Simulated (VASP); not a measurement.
# GaAs (rocksalt type) (Fm-3m) in VASP: notebook

Runs on GaAs (rocksalt type). Level: PBE. Tasks: single point, relaxation of cell and atoms.

Everything below comes from runs of VASP 6.6.1. Logs are shortened: lines on timing, memory, paths and dates and some standing lists are left out, and cuts for length are marked.

### Step 1. The cell of the first run

Symmetry: Fm-3m, No. 225, cubic system. Conventional cell: a = 5.392 Å, b = 5.392 Å, c = 5.392 Å, α = 90.00°, β = 90.00°, γ = 90.00°. Ga (site symmetry m-3m) has 6 As at 2.70 Å within 3.6 Å. Within 3.6 Å of As (site symmetry m-3m) lie 6 Ga at 2.70 Å.

### Step 2. Single point, PBE

The input, INCAR:

```
PREC = Accurate ; ENCUT = 520
EDIFF = 1E-7 ; ISMEAR = -1
SIGMA = 0.08 ; LREAL = False
LASPH = True ; NELM = 60
ALGO = Normal ; ISIF = 2
LWAVE = False ; LCHARG = True
GGA = PE ; LELF = True
LVHAR = True ; NBANDS = 16
```

The input, KPOINTS:

```
regular mesh
0
Gamma
  15 15 15
```

The input, POSCAR:

```
GaAs
1.0
    0.0000000000      2.6961954082      2.6961954082
    2.6961954082      0.0000000000      2.6961954082
    2.6961954082      2.6961954082      0.0000000000
Ga As
1 1
Direct
    0.0000000000      0.0000000000      0.0000000000
    0.5000000000      0.5000000000      0.5000000000
```

Potentials or basis: VASP PAW PBE potentials, release 64 (Ga_d, As).

On the command line:

```sh
> cat potpaw_PBE.64/Ga_d/POTCAR potpaw_PBE.64/As/POTCAR > POTCAR
> mpirun -np 1 vasp_std > vasp.out
```

OUTCAR:

```text
PREC = Accurate
   ENCUT = 520
   EDIFF = 1E-7
   ISMEAR = -1
   LREAL = False
   LASPH = True
   NELM = 60
   ISIF = 2
   GGA = PE

 ion  position               nearest neighbor table
   1  0.000  0.000  0.000-   2 2.70   2 2.70   2 2.70   2 2.70   2 2.70   2 2.70
   2  0.500  0.500  0.500-   1 2.70   1 2.70   1 2.70   1 2.70   1 2.70   1 2.70

  LATTYP: Found a face centered cubic cell.
 ALAT       =     5.3923908164

  Lattice vectors:

 A1 = (   0.0000000000,   2.6961954082,   2.6961954082)
 A2 = (   2.6961954082,   0.0000000000,   2.6961954082)
 A3 = (   2.6961954082,   2.6961954082,   0.0000000000)

Analysis of symmetry for initial positions (statically):
=====================================================================
 Subroutine PRICEL returns:
 Original cell was already a primitive cell.

 Routine SETGRP: Setting up the symmetry group for a
 face centered cubic supercell.

 Subroutine GETGRP returns: Found 48 space group operations
 (whereof 48 operations were pure point group operations)
 out of a pool of 48 trial point group operations.

The static configuration has the point symmetry O_h .

Analysis of symmetry for dynamics (positions and initial velocities):
=====================================================================
 Subroutine PRICEL returns:
 Original cell was already a primitive cell.

 Routine SETGRP: Setting up the symmetry group for a
 face centered cubic supercell.

 Subroutine GETGRP returns: Found 48 space group operations
 (whereof 48 operations were pure point group operations)
 out of a pool of 48 trial point group operations.

The dynamic configuration has the point symmetry O_h .

 Subroutine INISYM returns: Found 48 space group operations
 (whereof 48 operations are pure point group operations),
 and found     1 'primitive' translations

----------------------------------------------------------------------------------------

                                     Primitive cell

  volume of cell :      39.1998

  direct lattice vectors                    reciprocal lattice vectors
     0.000000000  2.696195408  2.696195408    -0.185446499  0.185446499  0.185446499
     2.696195408  0.000000000  2.696195408     0.185446499 -0.185446499  0.185446499
     2.696195408  2.696195408  0.000000000     0.185446499  0.185446499 -0.185446499

  length of vectors
     3.812996113  3.812996113  3.812996113     0.321202759  0.321202759  0.321202759

  position of ions in fractional coordinates (direct lattice)
     0.000000000  0.000000000  0.000000000
     0.500000000  0.500000000  0.500000000

  ion indices of the primitive-cell ions
   primitive index   ion index
                 1           1
                 2           2

----------------------------------------------------------------------------------------

 KPOINTS: regular mesh

Automatic generation of k-mesh.
 Grid dimensions read from file:
 generate k-points for:   15   15   15

 Generating k-lattice:

  Cartesian coordinates                     Fractional coordinates (reciprocal lattice)
    -0.012363100  0.012363100  0.012363100     0.066666667  0.000000000  0.000000000
     0.012363100 -0.012363100  0.012363100     0.000000000  0.066666667  0.000000000
     0.012363100  0.012363100 -0.012363100     0.000000000  0.000000000  0.066666667

  Length of vectors
     0.021413517  0.021413517  0.021413517

  Shift w.r.t. Gamma in fractional coordinates (k-lattice)
     0.000000000  0.000000000  0.000000000

 Subroutine IBZKPT returns following result:
 ===========================================

 Found    120 irreducible k-points:

 Following reciprocal coordinates:
            Coordinates               Weight
  0.000000  0.000000  0.000000      1.000000
  0.066667  0.000000  0.000000      8.000000
  0.133333  0.000000  0.000000      8.000000
  0.200000  0.000000  0.000000      8.000000
  0.266667  0.000000  0.000000      8.000000
  0.333333  0.000000  0.000000      8.000000
[... 16 lines left out ...]
  0.133333  0.133333  0.000000      6.000000
  0.200000  0.133333  0.000000     24.000000
 [... further k-points ...]
   k-points           NKPTS =    120   k-points in BZ     NKDIM =    120   number of bands    NBANDS=     16
   number of dos      NEDOS =    301   number of ions     NIONS =      2
   total plane-waves  NPLWV =  21952
   dimension x,y,z NGX =    28 NGY =   28 NGZ =   28
   dimension x,y,z NGXF=    56 NGYF=   56 NGZF=   56
   ions per type =               1   1
   NGX,Y,Z   is equivalent  to a cutoff of  12.21, 12.21, 12.21 a.u.
   NGXF,Y,Z  is equivalent  to a cutoff of  24.42, 24.42, 24.42 a.u.
 SYSTEM =  unknown system
   PREC   = accura    normal or accurate (medium, high low for compatibility)
   ISTART =      0    job   : 0-new  1-cont  2-samecut
   ICHARG =      2    charge: 1-file 2-atom 10-const
   ISPIN  =      1    spin polarized calculation?
   LNONCOLLINEAR =      F non collinear calculations
   LSORBIT =      F    spin-orbit coupling
   LASPH  =      T    aspherical Exc in radial PAW
   ENCUT  =  520.0 eV  38.22 Ry    6.18 a.u.   7.09  7.09  7.09*2*pi/ulx,y,z
   NELM   =     60;   NELMIN=  2; NELMDL= -5     # of ELM steps
   EDIFF  = 0.1E-06   stopping-criterion for ELM
   LREAL  =      F    real-space projection
   EDIFFG = 0.1E-05   stopping-criterion for IOM
   NSW    =      0    number of steps for IOM
   IBRION =     -1    ionic relax: 0-MD 1-quasi-New 2-CG
   NFREE  =      0    steps in history (QN), initial steepest desc. (CG)
   ISIF   =      2    stress and relaxation
   ISYM   =      2    0-nonsym 1-usesym 2-fastsym
   POTIM  = 0.5000    time-step for ionic-motion
   TEBEG  =    0.0;   TEEND  =   0.0 temperature during run
   PSTRESS=    0.0 pullay stress
   NELECT =      18.0000    total number of electrons
   NUPDOWN=      -1.0000    fix difference up-down
   EMIN   =  10.00;   EMAX   =-10.00  energy-range for DOS
   EFERMI =   0.00;   METHOD = LEGACY
   ISMEAR =    -1;   SIGMA  =   0.08  broadening in eV -4-tet -1-fermi 0-gaus
   EFERMI_NEDOS =   21; number of points for ismear=-14 and -15
   IALGO  =     38    algorithm
   IMIX   =      4    mixing-type and parameters
     AMIX     =   0.40;   BMIX     =  1.00
     AMIX_MAG =   1.60;   BMIX_MAG =  1.00
  volume/ion in A,a.u.               =      19.60       132.27
  Fermi-wavevector in a.u.,A,eV,Ry     =   1.263003  2.386729 21.703687  1.595176
  Thomas-Fermi vector in A             =   2.396382
   LORBIT       =      0    0 simple, 1 ext, 2 COOP (PROOUT), +10 PAW based schemes
   GGA     = PE    functional components
[... 5 lines left out ...]
 non-spin polarized calculation
  energy-cutoff  :      520.00
  volume of cell :       39.20
 maximum number of plane-waves:      1073
   NGX = 15   NGY = 15   NGZ = 15

 number of electron      17.9999999 magnetization

 Free energy of the ion-electron system (eV)
  ---------------------------------------------------
  ext. energy  EPLUGINS =         0.00000000
  ---------------------------------------------------
  free energy    TOTEN  =        -7.64027234 eV

  energy without entropy =       -7.61642286  energy(sigma->0) =       -7.62834760

 E-fermi :   5.2139     XC(G=0): -10.5990

 val. band max:        5.2034322254   @ k =   0.2000   0.1333   0.0667
 cond. band min:       5.2156683465   @ k =   0.3333   0.0667   0.0000
 fundamental gap:      0.0122361211
 Fermi energy:         5.2138627626

 k-point     1 :       0.0000    0.0000    0.0000
  band No.  band energies     occupation
      1      -9.5518      2.00000
      2      -9.5518      2.00000
      3      -9.5324      2.00000
      4      -9.5324      2.00000
      5      -9.5324      2.00000
      6      -7.8624      2.00000
[... 8 lines left out ...]
     15      12.8074      0.00000
     16      12.8074      0.00000

 k-point     2 :       0.0667    0.0000    0.0000
  band No.  band energies     occupation
      1      -9.5528      2.00000
      2      -9.5528      2.00000
      3      -9.5325      2.00000
      4      -9.5314      2.00000
      5      -9.5314      2.00000
      6      -7.8035      2.00000
[... 8 lines left out ...]
     15      12.7607      0.00000
     16      12.8949      0.00000

 k-point     3 :       0.1333    0.0000    0.0000
  band No.  band energies     occupation
      1      -9.5559      2.00000
      2      -9.5559      2.00000
      3      -9.5329      2.00000
      4      -9.5282      2.00000
      5      -9.5282      2.00000
      6      -7.6278      2.00000
[... 8 lines left out ...]
     15      13.1364      0.00000
     16      13.1364      0.00000

 k-point     4 :       0.2000    0.0000    0.0000
  band No.  band energies     occupation
      1      -9.5612      2.00000
      2      -9.5612      2.00000
      3      -9.5339      2.00000
      4      -9.5230      2.00000
      5      -9.5230      2.00000
      6      -7.3403      2.00000
[... 8 lines left out ...]
     15      13.7709      0.00000
     16      13.7709      0.00000
[... 324 lines left out ...]
 k-point    22 :      -0.0667    0.0667    0.0000
  band No.  band energies     occupation
      1      -9.5561      2.00000
      2      -9.5530      2.00000
      3      -9.5329      2.00000
      4      -9.5303      2.00000
      5      -9.5289      2.00000
      6      -7.7053      2.00000
[... 8 lines left out ...]
     15      13.2104      0.00000
     16      13.4084      0.00000

 k-point    23 :       0.1333    0.1333    0.0000
  band No.  band energies     occupation
      1      -9.5684      2.00000
      2      -9.5487      2.00000
      3      -9.5359      2.00000
      4      -9.5259      2.00000
      5      -9.5259      2.00000
      6      -7.5452      2.00000
[... 8 lines left out ...]
     15      14.3218      0.00000
     16      14.3218      0.00000

 k-point    24 :       0.2000    0.1333    0.0000
  band No.  band energies     occupation
      1      -9.5784      2.00000
      2      -9.5491      2.00000
      3      -9.5371      2.00000
      4      -9.5226      2.00000
      5      -9.5215      2.00000
      6      -7.3293      2.00000
[... 8 lines left out ...]
     15      14.8309      0.00000
     16      14.8700      0.00000

 [... further k-points ...]

------------------------ aborting loop because EDIFF is reached ----------------------------------------

  FORCE on cell =-STRESS in cart. coord.  units (eV):
  Direction    XX          YY          ZZ          XY          YZ          ZX
  --------------------------------------------------------------------------------------
  -------------------------------------------------------------------------------------
  Total        0.0426367      0.0426367      0.0426367      0.0000000      0.0000000     -0.0000000
  in kB        1.7426481      1.7426481      1.7426481      0.0000000      0.0000000     -0.0000000
  external PRESSURE =       1.7426481 kB  Pullay stress =       0.0000000 kB

 VOLUME and BASIS-vectors are now :
 -----------------------------------------------------------------------------
  energy-cutoff  :      520.00
  volume of cell :       39.20
      direct lattice vectors                 reciprocal lattice vectors
     0.000000000  2.696195408  2.696195408    -0.185446499  0.185446499  0.185446499
     2.696195408  0.000000000  2.696195408     0.185446499 -0.185446499  0.185446499
     2.696195408  2.696195408  0.000000000     0.185446499  0.185446499 -0.185446499

 POSITION                                       TOTAL-FORCE (eV/Angst)
 -----------------------------------------------------------------------------------
      0.00000      0.00000      0.00000         0.000000     -0.000000     -0.000000
      2.69620      2.69620      2.69620         0.000000      0.000000      0.000000
 -----------------------------------------------------------------------------------
    total drift:                               -0.000000      0.000000      0.000000

  FREE ENERGIE OF THE ION-ELECTRON SYSTEM (eV)
  ---------------------------------------------------
  free  energy   TOTEN  =        -7.6402723450 eV

  energy  without entropy=       -7.6164228645  energy(sigma->0) =       -7.62834760
```

It took 45 s on 1 thread of Intel Xeon Platinum 8488C (Sapphire Rapids), shared host; peak memory 0.21 GiB.

Results:

```
Free energy            : -7.6403 eV
Pressure               : 0.2 GPa
Band gap on the k mesh : zero (band 9 reaches 5.82 eV, above the bottom of band 10 at 2.72 eV)
```

Levels at points of the mesh, in eV from the Fermi level:
```tsv
k point	band 7	band 8	band 9	band 10	band 11	band 12
(0.00, 0.00, 0.00)	-0.13	0.05	0.05	0.05	7.32	7.32
```

### Step 3. Single point, PBE

The input, INCAR:

```
SYSTEM = GaAs
  PREC = Accurate
  ENCUT = 520
  EDIFF = 1E-6
  ISMEAR = -1
  SIGMA = 0.08
  LREAL = .False.
  LASPH = .True.
  NELM = 60
  ALGO = Normal
  ISIF = 2
  LWAVE = .False.
  LCHARG = .True.
  GGA = PE
  LELF = .True.
  LVHAR = .True.
  NBANDS = 16
```

The input, KPOINTS:

```
Automatic mesh
0
Gamma
  15 15 15
  0 0 0
```

POSCAR is that of step 2.

Potentials or basis: VASP PAW PBE potentials, release 64 (Ga_d, As).

On the command line:

```sh
> cat potpaw_PBE.64/Ga_d/POTCAR potpaw_PBE.64/As/POTCAR > POTCAR
> mpirun -np 1 vasp_std > vasp.out
```

Wall time 48 s (1 thread of Intel Xeon Platinum 8488C (Sapphire Rapids), shared host); peak memory 0.21 GiB.

Results (log left out):

```yaml
Free_energy: -7.6403 eV
Pressure: 0.2 GPa
Band_gap_on_the_k_mesh: zero (band 9 reaches 5.82 eV, above the bottom of band 10 at 2.72 eV)
```

Levels at points of the mesh, in eV from the Fermi level:
| k point | band 6 | band 7 | band 8 | band 9 | band 10 | band 11 | band 12 | band 13 |
| --- | --- | --- | --- | --- | --- | --- | --- | --- |
| (0.00, 0.00, 0.00) | -13.08 | -0.13 | 0.05 | 0.05 | 0.05 | 7.32 | 7.32 | 7.32 |

### Step 4. Relaxation of cell and atoms, PBE

This run uses another cell than the first one, of 15.80 Å³/atom, 0.806 times its volume.

The input, INCAR:

```
SYSTEM = GaAs
ALGO     = Normal         ! electronic algorithm
EDIFF    = 1E-6           ! SCF threshold, eV
EDIFFG   = -0.005         ! ionic threshold
ENCUT    = 600            ! plane-wave cutoff, eV
GGA      = PE             ! functional
IBRION   = 2              ! ionic algorithm
ISIF     = 3              ! what is computed and relaxed
ISMEAR   = -1             ! smearing method
LASPH    = .TRUE.         ! aspherical terms in the spheres
LCHARG   = .FALSE.        ! write CHGCAR
LREAL    = .FALSE.        ! projectors in reciprocal space
LWAVE    = .FALSE.        ! write WAVECAR
NELM     = 60             ! most SCF steps
NSW      = 60             ! ionic steps
PREC     = Accurate       ! precision mode
SIGMA    = 0.08           ! smearing width, eV
```

The input, KPOINTS:

```
k-points
0
G
  15 15 15
  0 0 0
```

The input, POSCAR:

```
GaAs
1.0
    0.0000000000      2.5094205343      2.5094205343
    2.5094205343      0.0000000000      2.5094205343
    2.5094205343      2.5094205343      0.0000000000
Ga As
1 1
Direct
    0.0000000000      0.0000000000      0.0000000000
    0.5000000000      0.5000000000      0.5000000000
```

On the command line:

```sh
> cat potpaw_PBE.64/Ga_d/POTCAR potpaw_PBE.64/As/POTCAR > POTCAR
> mpirun -np 1 vasp_std > vasp.out
```

Wall time 2 min (1 thread of Intel Xeon Platinum 8488C (Sapphire Rapids), shared host); peak memory 0.21 GiB.

The run converged. Its results:

```yaml
Free_energy: -7.6395 eV
Relaxed_volume: 19.65 Å³/atom
Relaxed_cell: a = 3.816 Å, b = 3.816 Å, c = 3.816 Å, α = 60.00°, β = 60.00°, γ = 60.00°
Space_group_after_relaxing_to_0.05_Å: Fm-3m (No. 225)
Energy_gained_by_relaxing: 251.3 meV/atom
Ionic_steps: 5
Pressure_after_relaxing: 0.0 GPa
Band_gap_on_the_k_mesh: zero (band 9 reaches 5.79 eV, above the bottom of band 10 at 2.71 eV)
```

Step by step:
```csv
step,energy change (eV),largest force (eV/Å),pressure (GPa),volume (Å³)
1,0.0000,0.0000,25.74,31.60
2,-0.3752,0.0000,-6.62,44.70
3,-0.5025,0.0000,0.11,39.24
4,-0.5025,0.0000,-0.15,39.41
5,-0.5025,0.0000,-0.01,39.31
```

Final structure:
```
Ga As
1.0
     0.00000    2.69867    2.69867
     2.69867    0.00000    2.69867
     2.69867    2.69867    0.00000
Ga As
1 1
Cartesian
  0.0000 0.0000 0.0000
  2.6987 2.6987 2.6987
```

Levels at points of the mesh, in eV from the Fermi level:
```csv
k point,band 5,band 6,band 7,band 8,band 9,band 10,band 11,band 12,band 13
"(0.00, 0.00, 0.00)",-14.74,-13.05,-0.15,0.05,0.05,0.05,7.32,7.32,7.32
```

Caveat: the volume moved by over 15 % at a fixed basis, so the end points are rough.
